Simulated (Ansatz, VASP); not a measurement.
Two plane-wave programs on CaO

```
Ca O
1.0
     0.00000    2.35388    2.35388
     2.35388    0.00000    2.35388
     2.35388    2.35388    0.00000
Ca O
1 1
Direct
  0.00000 0.00000 0.00000
  0.50000 0.50000 0.50000
```

Alike in both runs: task relaxation of cell and atoms; functional LDA; k mesh 8 × 8 × 8; occupations gaussian, width 0.02 eV; no spin polarisation.

|  | VASP | Ansatz |
| --- | --- | --- |
| version | VASP 6.6.1 | Ansatz 0.2.0 |
| potentials or method | VASP PAW LDA potentials, release 64 (Ca_sv, O), cutoff 600 eV | scalar-relativistic, plane waves, PAW |
| valence electrons in the cell | 16 | 16 |

```csv
,VASP,Ansatz,Ansatz less VASP
"gap on the k mesh at the Fermi level, each at its own relaxed structure (eV)",3.43,3.45,+0.023
relaxed volume (Å³/atom),13.13,13.04,-0.089
relaxed length of the cell vector where the two differ most in proportion (Å),3.336,3.329,-0.0075
```

Ansatz warns that its potentials were made for another functional, while VASP's fit it. LDA's correlation is that of Perdew and Zunger in VASP and of Perdew and Wang (1992) in Ansatz.
